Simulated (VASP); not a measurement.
Set up this calculation in VASP 6.6.1, as the native input.

```
Task                   : single point
Functional             : PBE
Potentials or basis    : VASP PAW PBE potentials, release 64 (Y_sv, Hg, Te)
Cutoff                 : 520 eV
k mesh                 : 4 × 4 × 4
Occupations            : gaussian, width 0.1 eV
Spin                   : no spin polarisation
Dipole correction      : no
Further INCAR settings : ALGO = Normal; EDIFF = 1e-06; NBANDS = 26
```

The structure of YHgTe2 lies in POSCAR:

```
YHgTe2
1.0
    4.7666144300      0.0000000000      0.0000000000
    0.0000000000      4.7666144300      0.0000000000
    0.0000000000      0.0000000000      6.7157745600
Y Hg Te
1 1 2
Direct
    0.0000000000      0.0000000000      0.0000000000
    0.5000000000      0.5000000000      0.5000000000
    0.0000000000      0.5000000000      0.2333653700
    0.5000000000      0.0000000000      0.7666346300
```

The input as run:

INCAR

```
  PREC = Accurate
  ENCUT = 520
  EDIFF = 1E-6
  ISMEAR = 0
  SIGMA = 0.1
  LREAL = F
  LASPH = T
  NELM = 100
  ALGO = Normal
  ISIF = 2
  LWAVE = F
  LCHARG = F
  GGA = PE
  NBANDS = 26
```

KPOINTS

```
Automatic mesh
0
Gamma
  4 4 4
```

Potentials or basis: VASP PAW PBE potentials, release 64 (Y_sv, Hg, Te).

Command:

```sh
$ cat potpaw_PBE.64/Y_sv/POTCAR potpaw_PBE.64/Hg/POTCAR potpaw_PBE.64/Te/POTCAR > POTCAR
$ mpirun -np 1 vasp_std > vasp.out
```

It gave:

* Pressure: 3.9 GPa
* Largest force: 0.578 eV/Å

It took 94 s on 1 thread of Intel Xeon 8259CL, on a shared host, peak memory 0.3 GiB.
